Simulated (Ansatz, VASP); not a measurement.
CdSe in VASP and in Ansatz

The input INCAR:

```
SYSTEM = CdSe
PREC     = Accurate       ! precision mode
ENCUT    = 520            ! plane-wave cutoff, eV
EDIFF    = 1E-6           ! SCF threshold, eV
ISMEAR   = 0              ! smearing method
SIGMA    = 0.05           ! smearing width, eV
LREAL    = .FALSE.        ! projectors in reciprocal space
LASPH    = .TRUE.         ! aspherical terms in the spheres
NELM     = 80             ! most SCF steps
ALGO     = Normal         ! electronic algorithm
ISIF     = 2              ! what is computed and relaxed
LWAVE    = .FALSE.        ! write WAVECAR
LCHARG   = .FALSE.        ! write CHGCAR
GGA      = PE             ! functional
NBANDS   = 26             ! bands
```

The input KPOINTS:

```
Automatic mesh
0
G
  6 6 4
  0 0 0
```

The input POSCAR:

```
CdSe
1.0
    4.2984999142      0.0000000000      0.0000000000
   -2.1492499571      3.7226101239      0.0000000000
    0.0000000000      0.0000000000      6.8398200000
Cd Se
2 2
Direct
    0.6666666667      0.3333333333      0.0000000000
    0.3333333333      0.6666666667      0.5000000000
    0.6666666667      0.3333333333      0.3750000000
    0.3333333333      0.6666666667      0.8750000000
```

Input for Ansatz:

```yaml
crystal:
  lattice:
    - [4.2984999142, 0.0, 0.0]
    - [-2.1492499571, 3.7226101239, 0.0]
    - [0.0, 0.0, 6.83982]
  atoms:
    - { symbol: Cd, position: [0.6666666667, 0.3333333333, 0.0] }
    - { symbol: Cd, position: [0.3333333333, 0.6666666667, 0.5] }
    - { symbol: Se, position: [0.6666666667, 0.3333333333, 0.375] }
    - { symbol: Se, position: [0.3333333333, 0.6666666667, 0.875] }
basis:
  ecutwfc: 420
kpoints:
  mp_grid: { grid: [6, 6, 4] }
hamiltonian:
  xc: pbe
scf:
  occupations: { method: gaussian, width: 0.05 }
output:
  forces: true
  stress: true
  eigenvalues: true
```

Change from the starting cell: strain +0.000 along x and y, -0.025 along z, atoms carried along.

Alike in both runs: task single point; functional PBE; k mesh 6 × 6 × 4; occupations gaussian, width 0.05 eV; no spin polarisation.

```csv
,VASP,Ansatz
version,VASP 6.6.1,Ansatz 0.2.0
potentials or method,"VASP PAW PBE potentials, release 64 (Cd, Se), cutoff 520 eV","scalar-relativistic, plane waves, PAW"
valence electrons in the cell,36,72
```

|  | VASP | Ansatz | Ansatz less VASP |
| --- | --- | --- | --- |
| gap on the k mesh at the Fermi level (eV) | 0.75 | 0.75 | 0.000 |
| least direct gap on the mesh (eV) | 0.75 | 0.75 | 0.000 |
| pressure (GPa) | 5.0 | 4.6 | -0.36 |
| traceless stress, the component that is largest in VASP (GPa) | 2.07 | 2.02 | -0.053 |
| rms of the force components (eV/Å) | 0.163 | 0.158 | -0.0052 |

Atom by atom the forces differ by 0.005 eV/Å (rms over components). VASP's potentials hold 36 valence electrons a cell and Ansatz's 72, so a difference there can come from the potentials and not from the codes.
